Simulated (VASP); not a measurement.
Wanted: the native input for a VASP 6.6.1 run.

```yaml
Task: single point
Functional: r2SCAN
Potentials_or_basis: VASP PAW PBE potentials, release 64 (W_sv, C_h)
Cutoff: 1430 eV
k_mesh: 11 × 11 × 11
Occupations: fermi-dirac, width 0.1 eV
Spin: no spin polarisation
Dipole_correction: no
Further_INCAR_settings: ALGO = Normal; EDIFF = 1e-06; NBANDS = 16
```

Crystal: WC.

```
W C
1.0
     0.00000    2.22864    2.22864
     2.22864    0.00000    2.22864
     2.22864    2.22864    0.00000
W C
1 1
Direct
  0.00000 0.00000 0.00000
  0.50000 0.50000 0.50000
```

One way to write it, as run:

POSCAR

```
WC
1.0
    0.0000000000      2.2286360292      2.2286360292
    2.2286360292      0.0000000000      2.2286360292
    2.2286360292      2.2286360292      0.0000000000
W C
1 1
Direct
    0.0000000000      0.0000000000      0.0000000000
    0.5000000000      0.5000000000      0.5000000000
```

INCAR.step1

```
SYSTEM = WC
  ALGO = Normal
  EDIFF = 1E-5
  ENCUT = 1430
  GGA = PE
  GGA_COMPAT = .FALSE.
  ISMEAR = -1
  LASPH = .TRUE.
  LCHARG = .FALSE.
  LREAL = .FALSE.
  LWAVE = .TRUE.
  NBANDS = 16
  NELM = 120
  PREC = Accurate
  SIGMA = 0.1
```

INCAR.step2

```
SYSTEM = WC
  ALGO = Normal
  EDIFF = 1E-6
  ENCUT = 1430
  GGA_COMPAT = .FALSE.
  ISIF = 2
  ISMEAR = -1
  ISTART = 1
  LASPH = .TRUE.
  LCHARG = .TRUE.
  LELF = .TRUE.
  LMIXTAU = .TRUE.
  LREAL = .FALSE.
  LVHAR = .TRUE.
  LWAVE = .FALSE.
  METAGGA = R2SCAN
  NBANDS = 16
  NELM = 120
  PREC = Accurate
  SIGMA = 0.1
```

KPOINTS

```
k-points
0
G
  11 11 11
  0 0 0
```

Potentials or basis: VASP PAW PBE potentials, release 64 (W_sv, C_h).

Launch:

```console
$ cat potpaw_PBE.64/W_sv/POTCAR potpaw_PBE.64/C_h/POTCAR > POTCAR
$ cp INCAR.step1 INCAR
$ mpirun -np 1 vasp_std > vasp.out
$ cp INCAR.step2 INCAR
$ mpirun -np 1 vasp_std > vasp.out
```

Results of the run:

The pressure is -19.5 GPa and the band gap on the k mesh is zero (bands 9 and 10 overlap by 2.98 eV).

Caveat: the cell stands under tension; the PAW data sets were made with another functional, which shifts forces and pressure a little; spin-orbit coupling is left out, which moves the levels of the heavy elements.

Run time: 4.7 min on 1 thread of AMD EPYC 7R13 Processor (Zen 3) (shared host), peak memory 0.3 GiB.
